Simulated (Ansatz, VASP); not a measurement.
## Two plane-wave programs on SiO2

```
Si O
1.0
     4.99300    0.00000    0.00000
     0.00000    4.99300    0.00000
     0.00000    0.00000    7.00500
Si O
4 8
Direct
  0.30241 0.30241 0.00000
  0.19759 0.80241 0.25000
  0.69759 0.69759 0.50000
  0.80241 0.19759 0.75000
  0.23776 0.11089 0.18195
  0.38911 0.73776 0.43195
  0.76224 0.88911 0.68195
  0.61089 0.26224 0.93195
  0.73776 0.38911 0.56805
  0.88911 0.76224 0.31805
  0.26224 0.61089 0.06805
  0.11089 0.23776 0.81805
```

Alike in both runs: functional PBE; k mesh 5 × 5 × 3; occupations fermi-dirac, width 0.02 eV; no spin polarisation.

Ansatz relaxed the structure, and its values are those at the end. VASP's run is a single point on that final structure, the one shown.

```csv
,VASP,Ansatz
version,VASP 6.6.1,Ansatz 0.2.0
potentials or method,"VASP PAW PBE potentials, release 64 (Si, O)","plane-wave PAW, scalar-relativistic"
plane-wave cutoff (eV),520,420
valence electrons in the cell,64,64
```

VASP gave:

* gap on the k mesh at the Fermi level (eV): 5.60
* pressure (GPa): 1.0
* rms of the force components (eV/Å): 0.007

Which values does Ansatz return?

gap on the k mesh at the Fermi level (eV): 5.60; pressure (GPa): 0.9; rms of the force components (eV/Å): 0.008.

Ansatz's warnings: stress scf threshold loose.
